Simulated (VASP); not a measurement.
# ZrTi5C6 (Pmmm) in VASP: single point with PBE

Aim: the single point of ZrTi5C6 with PBE.

All numbers are computed with VASP 6.6.1; they aren't measurements. Logs are shortened: lines on timing, memory, paths and dates and some standing lists are left out, and cuts for length are marked.

### 1 The cell of the first run

It takes space group Pmmm (No. 47, orthorhombic). Conventional cell: a = 3.114 Å, b = 4.410 Å, c = 9.340 Å, α = 90.00°, β = 90.00°, γ = 90.00°. Within 2.9 Å of Zr (site symmetry mmm) lie 6 C at 2.21 to 2.28 Å. Ti (site symmetry mm2) has 6 C at 2.16 to 2.21 Å within 2.9 Å. Within 2.9 Å of Ti (site symmetry mm2) lie 6 C at 2.18 to 2.24 Å. Ti (site symmetry mmm) has 6 C at 2.18 to 2.21 Å within 2.9 Å. C (site symmetry mm2) has 6 Ti at 2.18 to 2.21 Å within 2.9 Å. C (site symmetry mm2) has 4 Ti at 2.16 to 2.21 Å and 2 Zr at 2.28 Å and 12 C at 3.01 to 3.32 Å within 3.4 Å. Within 2.9 Å of C (site symmetry mmm) lie 2 Zr at 2.21 Å and 4 Ti at 2.24 Å. C (site symmetry mmm) has 6 Ti at 2.17 to 2.21 Å and 12 C at 3.01 to 3.11 Å within 3.2 Å.

### 2 Single point, PBE, collinear spin

Contents of INCAR:

```
SYSTEM = ZrTi5C6
PREC     = Accurate       ! precision mode
ENCUT    = 520            ! plane-wave cutoff, eV
EDIFF    = 1E-7           ! SCF threshold, eV
ISMEAR   = 0              ! smearing method
SIGMA    = 0.1            ! smearing width, eV
LREAL    = .FALSE.        ! projectors in reciprocal space
LASPH    = .TRUE.         ! aspherical terms in the spheres
NELM     = 150            ! most SCF steps
ALGO     = Normal         ! electronic algorithm
ISIF     = 2              ! what is computed and relaxed
LWAVE    = .FALSE.        ! write WAVECAR
LCHARG   = .FALSE.        ! write CHGCAR
ISPIN    = 2              ! spin polarisation
MAGMOM   = 1 1 1 1 1 1 0 0 0 0 0 0 ! initial moments
LORBIT   = 11             ! projections on sites
LMAXMIX  = 4              ! l up to which the mixer works
GGA      = PE             ! functional
NBANDS   = 64             ! bands
```

Contents of KPOINTS:

```
regular mesh
0
G
  6 4 2
  0 0 0
```

Contents of POSCAR:

```
ZrTi5C6
1.0
    3.1140689182      0.0000000000      0.0000000000
    0.0000000000      4.4103699146      0.0000000000
    0.0000000000      0.0000000000      9.3401514583
Zr Ti C
1 5 6
Direct
    0.0000000000      0.0000000000      0.0000000000
    0.0000000000      0.0000000000      0.6618393461
    0.5000000000      0.5000000000      0.8272295711
    0.5000000000      0.5000000000      0.1727704289
    0.0000000000      0.0000000000      0.3381606539
    0.5000000000      0.5000000000      0.5000000000
    0.0000000000      0.5000000000      0.6639893808
    0.5000000000      0.0000000000      0.8221827206
    0.0000000000      0.5000000000      0.0000000000
    0.5000000000      0.0000000000      0.1778172794
    0.0000000000      0.5000000000      0.3360106192
    0.5000000000      0.0000000000      0.5000000000
```

Potentials or basis: VASP PAW PBE potentials, release 64 (Zr_sv, Ti_sv, C).

Launch:

```console
cat potpaw_PBE.64/Zr_sv/POTCAR potpaw_PBE.64/Ti_sv/POTCAR potpaw_PBE.64/C/POTCAR > POTCAR
mpirun -np 1 vasp_std > vasp.out
```

OUTCAR:

```text
SYSTEM = ZrTi5C6
   PREC = Accurate
   ENCUT = 520
   EDIFF = 1E-7
   ISMEAR = 0
   LREAL = .FALSE.
   LASPH = .TRUE.
   NELM = 150
   ISIF = 2
   ISPIN = 2
   LORBIT = 11
   GGA = PE

 ion  position               nearest neighbor table
   1  0.000  0.000  0.000-   9 2.21   9 2.21  10 2.28   8 2.28   8 2.28  10 2.28   4 3.15   4 3.15
                             3 3.15   4 3.15   3 3.15   3 3.15   3 3.15   4 3.15   2 3.16   5 3.16
   2  0.000  0.000  0.662-   8 2.16   8 2.16  12 2.17  12 2.17   7 2.21   7 2.21   1 3.16
   3  0.500  0.500  0.827-   7 2.18   7 2.18   8 2.21   8 2.21   9 2.24   9 2.24   1 3.15   1 3.15
                             1 3.15   1 3.15
   4  0.500  0.500  0.173-  11 2.18  11 2.18  10 2.21  10 2.21   9 2.24   9 2.24   1 3.15   1 3.15
                             1 3.15   1 3.15
   5  0.000  0.000  0.338-  10 2.16  10 2.16  12 2.17  12 2.17  11 2.21  11 2.21   1 3.16
   6  0.500  0.500  0.500-   7 2.18  11 2.18   7 2.18  11 2.18  12 2.21  12 2.21
   7  0.000  0.500  0.664-   3 2.18   3 2.18   6 2.18   6 2.18   2 2.21   2 2.21
   8  0.500  0.000  0.822-   2 2.16   2 2.16   3 2.21   3 2.21   1 2.28   1 2.28
   9  0.000  0.500  0.000-   1 2.21   1 2.21   4 2.24   3 2.24   3 2.24   4 2.24
  10  0.500  0.000  0.178-   5 2.16   5 2.16   4 2.21   4 2.21   1 2.28   1 2.28
  11  0.000  0.500  0.336-   4 2.18   4 2.18   6 2.18   6 2.18   5 2.21   5 2.21
  12  0.500  0.000  0.500-   2 2.17   5 2.17   2 2.17   5 2.17   6 2.21   6 2.21

  LATTYP: Found a simple orthorhombic cell.
 ALAT       =     3.1140689182
 B/A-ratio  =     1.4162724174
 C/A-ratio  =     2.9993399965

  Lattice vectors:

 A1 = (   3.1140689182,   0.0000000000,   0.0000000000)
 A2 = (   0.0000000000,   4.4103699146,   0.0000000000)
 A3 = (   0.0000000000,   0.0000000000,   9.3401514583)

Analysis of symmetry for initial positions (statically):
=====================================================================
 Subroutine PRICEL returns:
 Original cell was already a primitive cell.

 Routine SETGRP: Setting up the symmetry group for a
 simple orthorhombic supercell.

 Subroutine GETGRP returns: Found  8 space group operations
 (whereof  8 operations were pure point group operations)
 out of a pool of  8 trial point group operations.

The static configuration has the point symmetry D_2h.

Analysis of symmetry for dynamics (positions and initial velocities):
=====================================================================
 Subroutine PRICEL returns:
 Original cell was already a primitive cell.

 Routine SETGRP: Setting up the symmetry group for a
 simple orthorhombic supercell.

 Subroutine GETGRP returns: Found  8 space group operations
 (whereof  8 operations were pure point group operations)
 out of a pool of  8 trial point group operations.

The dynamic configuration has the point symmetry D_2h.

Analysis of structural, dynamic, and magnetic symmetry:
=====================================================================
 Subroutine PRICEL returns:
 Original cell was already a primitive cell.

 Routine SETGRP: Setting up the symmetry group for a
 simple orthorhombic supercell.

 Subroutine GETGRP returns: Found  8 space group operations
 (whereof  8 operations were pure point group operations)
 out of a pool of  8 trial point group operations.

The overall configuration has the point symmetry D_2h.

 Subroutine INISYM returns: Found  8 space group operations
 (whereof  8 operations are pure point group operations),
 and found     1 'primitive' translations

----------------------------------------------------------------------------------------

                                     Primitive cell

  volume of cell :     128.2795

  direct lattice vectors                    reciprocal lattice vectors
     3.114068918  0.000000000  0.000000000     0.321123272  0.000000000  0.000000000
     0.000000000  4.410369915  0.000000000     0.000000000  0.226738351  0.000000000
     0.000000000  0.000000000  9.340151458     0.000000000  0.000000000  0.107064645

  length of vectors
     3.114068918  4.410369915  9.340151458     0.321123272  0.226738351  0.107064645

  position of ions in fractional coordinates (direct lattice)
     0.000000000  0.000000000  0.000000000
     0.000000000  0.000000000  0.661839346
     0.500000000  0.500000000  0.827229571
     0.500000000  0.500000000  0.172770429
     0.000000000  0.000000000  0.338160654
     0.500000000  0.500000000  0.500000000
     0.000000000  0.500000000  0.663989381
     0.500000000  0.000000000  0.822182721
     0.000000000  0.500000000  0.000000000
     0.500000000  0.000000000  0.177817279
     0.000000000  0.500000000  0.336010619
     0.500000000  0.000000000  0.500000000

  ion indices of the primitive-cell ions
   primitive index   ion index
                 1           1
                 2           2
[... 68 lines left out ...]
   ions per type =               1   5   6
   NGX,Y,Z   is equivalent  to a cutoff of  12.81, 13.57, 12.46 a.u.
   NGXF,Y,Z  is equivalent  to a cutoff of  25.63, 27.14, 24.92 a.u.
 SYSTEM =  ZrTi5C6
   PREC   = accura    normal or accurate (medium, high low for compatibility)
   ISTART =      0    job   : 0-new  1-cont  2-samecut
   ICHARG =      2    charge: 1-file 2-atom 10-const
   ISPIN  =      2    spin polarized calculation?
   LNONCOLLINEAR =      F non collinear calculations
   LSORBIT =      F    spin-orbit coupling
   LASPH  =      T    aspherical Exc in radial PAW
   ENCUT  =  520.0 eV  38.22 Ry    6.18 a.u.   5.79  8.20 17.37*2*pi/ulx,y,z
   NELM   =    150;   NELMIN=  2; NELMDL= -5     # of ELM steps
   EDIFF  = 0.1E-06   stopping-criterion for ELM
   LREAL  =      F    real-space projection
   EDIFFG = 0.1E-05   stopping-criterion for IOM
   NSW    =      0    number of steps for IOM
   IBRION =     -1    ionic relax: 0-MD 1-quasi-New 2-CG
   NFREE  =      0    steps in history (QN), initial steepest desc. (CG)
   ISIF   =      2    stress and relaxation
   ISYM   =      2    0-nonsym 1-usesym 2-fastsym
   POTIM  = 0.5000    time-step for ionic-motion
   TEBEG  =    0.0;   TEEND  =   0.0 temperature during run
   PSTRESS=    0.0 pullay stress
   NELECT =      96.0000    total number of electrons
   NUPDOWN=      -1.0000    fix difference up-down
   EMIN   =  10.00;   EMAX   =-10.00  energy-range for DOS
   EFERMI =   0.00;   METHOD = LEGACY
   ISMEAR =     0;   SIGMA  =   0.10  broadening in eV -4-tet -1-fermi 0-gaus
   EFERMI_NEDOS =   21; number of points for ismear=-14 and -15
   IALGO  =     38    algorithm
   IMIX   =      4    mixing-type and parameters
     AMIX     =   0.40;   BMIX     =  1.00
     AMIX_MAG =   1.60;   BMIX_MAG =  1.00
  volume/ion in A,a.u.               =      10.69        72.14
  Fermi-wavevector in a.u.,A,eV,Ry     =   1.486322  2.808741 30.057346  2.209153
  Thomas-Fermi vector in A             =   2.599623
   LORBIT       =     11    0 simple, 1 ext, 2 COOP (PROOUT), +10 PAW based schemes
   GGA     = PE    functional components
   LHFCALC =     F    Hartree Fock is set to
   AEXX    =    0.0000 exact exchange contribution
   IVDW    =     0    specifies the selected vdW correction
   LEPSILON=     F    determine dielectric tensor
   LRPA    =     F    only Hartree local field effects (RPA)
 spin polarized calculation
 Gauss-broadening in eV      SIGMA  =   0.10
  energy-cutoff  :      520.00
  volume of cell :      128.28
 maximum number of plane-waves:      3480
 NGX is ok and might be reduce to    24
   NGX = 11   NGY = 17   NGZ = 35

 number of electron      96.0000003 magnetization      -0.0009890

 number of electron      96.0000003 magnetization       0.0000209

 Free energy of the ion-electron system (eV)
  ---------------------------------------------------
  ext. energy  EPLUGINS =         0.00000000
  ---------------------------------------------------
  free energy    TOTEN  =      -112.51740941 eV

  energy without entropy =     -112.50369797  energy(sigma->0) =     -112.51055369

 E-fermi :   9.3032     XC(G=0): -12.5543

 val. band max:        9.2592167649   @ k =   0.1667   0.0000   0.5000
 cond. band min:       9.3422708687   @ k =   0.1667   0.0000   0.5000
 fundamental gap:      0.0830541037
 Fermi energy:         9.3031690191

 spin component 1

 k-point     1 :       0.0000    0.0000    0.0000
  band No.  band energies     occupation
      1     -47.3195      1.00000
      2     -47.3097      1.00000
      3     -47.2660      1.00000
      4     -47.1814      1.00000
      5     -47.1779      1.00000
      6     -38.2445      1.00000
[... 1501 lines left out ...]
     59      12.5108      0.00000
     60      12.6624      0.00000
 Fermi energy:         9.3031690191

 spin component 2

 k-point     1 :       0.0000    0.0000    0.0000
  band No.  band energies     occupation
      1     -47.3195      1.00000
      2     -47.3097      1.00000
      3     -47.2660      1.00000
      4     -47.1814      1.00000
      5     -47.1779      1.00000
      6     -38.2445      1.00000
[... 1501 lines left out ...]
     59      12.5108      0.00000
     60      12.6624      0.00000
 [bands above 60 left out]

------------------------ aborting loop because EDIFF is reached ----------------------------------------

  FORCE on cell =-STRESS in cart. coord.  units (eV):
  Direction    XX          YY          ZZ          XY          YZ          ZX
  --------------------------------------------------------------------------------------
  -------------------------------------------------------------------------------------
  Total        0.0417501      0.1078861      0.0884593     -0.0000000      0.0000000      0.0000000
  in kB        0.5214478      1.3474699      1.1048332     -0.0000000      0.0000000      0.0000000
  external PRESSURE =       0.9912503 kB  Pullay stress =       0.0000000 kB

 VOLUME and BASIS-vectors are now :
 -----------------------------------------------------------------------------
  energy-cutoff  :      520.00
  volume of cell :      128.28
      direct lattice vectors                 reciprocal lattice vectors
     3.114068918  0.000000000  0.000000000     0.321123272  0.000000000  0.000000000
     0.000000000  4.410369915  0.000000000     0.000000000  0.226738351  0.000000000
     0.000000000  0.000000000  9.340151458     0.000000000  0.000000000  0.107064645

 POSITION                                       TOTAL-FORCE (eV/Angst)
 -----------------------------------------------------------------------------------
      0.00000      0.00000      0.00000        -0.000000      0.000000      0.000000
      0.00000      0.00000      6.18168         0.000000      0.000000     -0.011366
      1.55703      2.20518      7.72645        -0.000000      0.000000     -0.010261
      1.55703      2.20518      1.61370        -0.000000     -0.000000      0.010261
      0.00000      0.00000      3.15847        -0.000000      0.000000      0.011366
      1.55703      2.20518      4.67008        -0.000000      0.000000      0.000000
      0.00000      2.20518      6.20176        -0.000000      0.000000     -0.005727
      1.55703      0.00000      7.67931        -0.000000      0.000000      0.007021
      0.00000      2.20518      0.00000        -0.000000      0.000000      0.000000
      1.55703      0.00000      1.66084        -0.000000      0.000000     -0.007021
      0.00000      2.20518      3.13839        -0.000000      0.000000      0.005727
      1.55703      0.00000      4.67008        -0.000000      0.000000      0.000000
 -----------------------------------------------------------------------------------
    total drift:                                0.000000     -0.000000      0.000000

  FREE ENERGIE OF THE ION-ELECTRON SYSTEM (eV)
  ---------------------------------------------------
  free  energy   TOTEN  =      -112.5174094111 eV

  energy  without entropy=     -112.5036979661  energy(sigma->0) =     -112.51055369

 total charge

# of ion       s       p       d       tot
------------------------------------------
    1        2.199   6.070   1.791  10.060
    2        2.195   6.236   1.930  10.362
    3        2.189   6.224   1.904  10.316
    4        2.189   6.224   1.904  10.316
    5        2.195   6.236   1.930  10.362
    6        2.192   6.230   1.914  10.336
    7        0.892   1.486   0.000   2.378
    8        0.896   1.504   0.000   2.400
    9        0.898   1.492   0.000   2.390
   10        0.896   1.504   0.000   2.400
   11        0.892   1.486   0.000   2.378
   12        0.894   1.492   0.000   2.385
--------------------------------------------------
tot         18.526  46.184  11.373  76.082

 magnetization (x)

# of ion       s       p       d       tot
------------------------------------------
    1        0.000   0.000   0.000   0.000
    2       -0.000  -0.000   0.000   0.000
    3        0.000  -0.000   0.000   0.000
    4        0.000  -0.000   0.000   0.000
    5       -0.000  -0.000   0.000   0.000
    6       -0.000  -0.000   0.000   0.000
    7       -0.000  -0.000   0.000  -0.000
    8       -0.000  -0.000   0.000  -0.000
    9       -0.000  -0.000   0.000  -0.000
   10       -0.000  -0.000   0.000  -0.000
   11       -0.000  -0.000   0.000  -0.000
   12       -0.000  -0.000   0.000  -0.000
--------------------------------------------------
tot         -0.000  -0.000   0.000   0.000
```

It took 5.6 min on 1 thread of Intel Xeon 6975P-C (Granite Rapids), shared host; peak memory 0.45 GiB.

Results:

```
Free energy                                           : -112.5174 eV
Pressure                                              : 0.1 GPa
Largest force                                         : 0.011 eV/Å
Band gap on the k mesh                                : zero (filled and empty bands overlap)
Net moment                                            : 0.00 μB per cell
Valence electrons inside the program's atomic spheres : Zr 10.06; Ti 10.36, 10.32, 10.34 (each value once); C 2.38, 2.40, 2.39 (each value once)
```

Forces on the atoms (eV/Å):
```
Zr   0.000  0.000  0.000
Ti   0.000  0.000 -0.011
Ti   0.000  0.000 -0.010
Ti   0.000  0.000  0.010
Ti   0.000  0.000  0.011
Ti   0.000  0.000  0.000
C    0.000  0.000 -0.006
C    0.000  0.000  0.007
C    0.000  0.000  0.000
C    0.000  0.000 -0.007
C    0.000  0.000  0.006
C    0.000  0.000  0.000
```

The gap in the log of VASP goes by the Fermi energy; the results here count the filled bands.